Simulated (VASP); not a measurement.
Write the native input for VASP 6.6.1 that does the following.

* Task: single point
* Functional: BLYP
* Potentials or basis: VASP PAW PBE potentials, release 64 (Si, O)
* Cutoff: 520 eV
* k mesh: 6 × 6 × 6
* Occupations: gaussian, width 0.01 eV
* Spin: no spin polarisation
* Dipole correction: no
* Further INCAR settings: ALGO = Normal; EDIFF = 1e-07; NBANDS = 25

The structure of SiO2 lies in POSCAR:

```
SiO2
1.0
   -2.3740500000      2.3740500000      3.7440000000
    2.3740500000     -2.3740500000      3.7440000000
    2.3740500000      2.3740500000     -3.7440000000
Si O
2 4
Direct
    0.0000000000      0.0000000000      0.0000000000
    0.7500000000      0.2500000000      0.5000000000
    0.9983800000      0.6250000000      0.8733800000
    0.3750000000      0.2483800000      0.3733800000
    0.7516200000      0.1250000000      0.1266200000
    0.8750000000      0.0016200000      0.6266200000
```

One way to write it, as run:

INCAR

```
SYSTEM = SiO2
PREC     = Accurate       ! precision mode
ENCUT    = 520            ! plane-wave cutoff, eV
EDIFF    = 1E-7           ! SCF threshold, eV
ISMEAR   = 0              ! smearing method
SIGMA    = 0.01           ! smearing width, eV
LREAL    = .FALSE.        ! projectors in reciprocal space
LASPH    = .TRUE.         ! aspherical terms in the spheres
NELM     = 80             ! most SCF steps
ALGO     = Normal         ! electronic algorithm
ISIF     = 2              ! what is computed and relaxed
LWAVE    = .FALSE.        ! write WAVECAR
LCHARG   = .FALSE.        ! write CHGCAR
GGA      = B5             ! functional
ALDAX    = 1.0          
AGGAX    = 1.0          
AGGAC    = 1.0          
ALDAC    = 0.0          
NBANDS   = 25             ! bands
```

KPOINTS

```
Automatic mesh
0
G
  6 6 6
  0 0 0
```

Potentials or basis: VASP PAW PBE potentials, release 64 (Si, O).

The run is started by

```bash
$ cat potpaw_PBE.64/Si/POTCAR potpaw_PBE.64/O/POTCAR > POTCAR
$ mpirun -np 1 vasp_std > vasp.out
```

It gave:

```yaml
Pressure: 5.6 GPa
Largest_force: 0.184 eV/Å
Band_gap_on_the_k_mesh: 6.08 eV, direct
```

Caveat: the PAW data sets were made with another functional, which shifts forces and pressure a little.

Run time: 3.1 min on 1 thread of AMD EPYC 7R13 Processor (Zen 3), on a shared host, peak memory 0.2 GiB.
